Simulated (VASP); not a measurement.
GaSbTe4: single point with PBE

GaSbTe4:

```
Ga Sb Te
1.0
     5.77850    0.00000    0.00000
     0.00000    5.77850    0.00000
     0.00000    0.00000   11.23255
Ga Sb Te
1 1 4
Direct
  0.00000 0.00000 0.00000
  0.00000 0.00000 0.50000
  0.50000 0.00000 0.50000
  0.00000 0.50000 0.50000
  0.00000 0.00000 0.21811
  0.00000 0.00000 0.78189
```

The cell was generated, and may not be a known phase.

```
Program             : VASP 6.6.1
Task                : single point
Functional          : PBE
Potentials or basis : VASP PAW PBE potentials, release 64 (Ga_d, Sb, Te)
Cutoff              : 520 eV
k mesh              : 8 × 8 × 4
Occupations         : gaussian, width 0.1 eV
Spin                : no spin polarisation
```

- Pressure: 0.0 GPa
- Largest force: 0.028 eV/Å
- Band gap on the k mesh: zero (bands 21 and 22 overlap by 0.69 eV)

Forces on the atoms (eV/Å):
```
Ga   0.000  0.000  0.000
Sb   0.000  0.000  0.000
Te   0.000  0.000  0.000
Te   0.000  0.000  0.000
Te   0.000  0.000  0.028
Te   0.000  0.000 -0.028
```

Levels at points of the mesh, in eV from the Fermi level:
```
           k point  band 17  band 18  band 19  band 20  band 21  band 22  band 23  band 24  band 25  band 26
(0.00, 0.00, 0.00)    -0.70    -0.39    -0.36    -0.36    -0.23    -0.23     1.88     2.28     3.36     3.36
(0.50, 0.00, 0.00)    -0.88    -0.67    -0.62    -0.33     0.06     0.16     1.02     1.59     2.43     2.87
(0.50, 0.50, 0.00)    -1.08    -0.80     0.18     0.18     0.46     0.46     0.80     0.84     1.15     2.62
(0.00, 0.00, 0.50)    -0.82    -0.39    -0.23    -0.23    -0.19    -0.19     0.62     3.09     3.09     3.93
(0.50, 0.00, 0.50)    -0.88    -0.78    -0.46    -0.33    -0.16     0.17     0.30     1.08     3.00     3.17
(0.50, 0.50, 0.50)    -0.80    -0.63    -0.63    -0.30    -0.30     0.58     0.58     0.80     1.07     3.10
```

It took 7.5 min on 1 thread of Intel(R) Xeon(R) Platinum 8259CL CPU @ 2.50GHz (Skylake/Cascade Lake), on a shared host, peak memory 0.78 GiB.

Caveat: spin-orbit coupling is left out, which moves the levels of the heavy elements.
